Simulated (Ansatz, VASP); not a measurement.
# One calculation of Rb, two programs

```
Rb
1.0
     2.69077   -4.28844    0.00000
     2.69077    4.28844    0.00000
     0.00000    0.00000    8.86669
Rb
2
Cartesian
  2.6908 -2.6725 6.6500
  2.6908 2.6725 2.2167
```

Alike in both runs: task single point; functional PBE; k mesh 10 × 10 × 6; occupations gaussian, width 0.1 eV; no spin polarisation.

|  | VASP | Ansatz |
| --- | --- | --- |
| version | VASP 6.6.1 | Ansatz 0.2.0 |
| potentials or method | VASP PAW PBE potentials, release 64 (Rb_sv), cutoff 520 eV | scalar-relativistic, plane waves, PAW |
| valence electrons in the cell | 18 | 18 |

|  | VASP | Ansatz | Ansatz less VASP |
| --- | --- | --- | --- |
| gap on the k mesh at the Fermi level (eV) | none | none | - |
| pressure (GPa) | -0.2 | -0.2 | 0.00 |
| traceless stress, the component that is largest in VASP (GPa) | -0.12 | -0.12 | 0.000 |

A gap of «none» marks a metal or a gap that the smearing closes. The functional is the same, so the differences come from potentials, cutoffs and numerics.
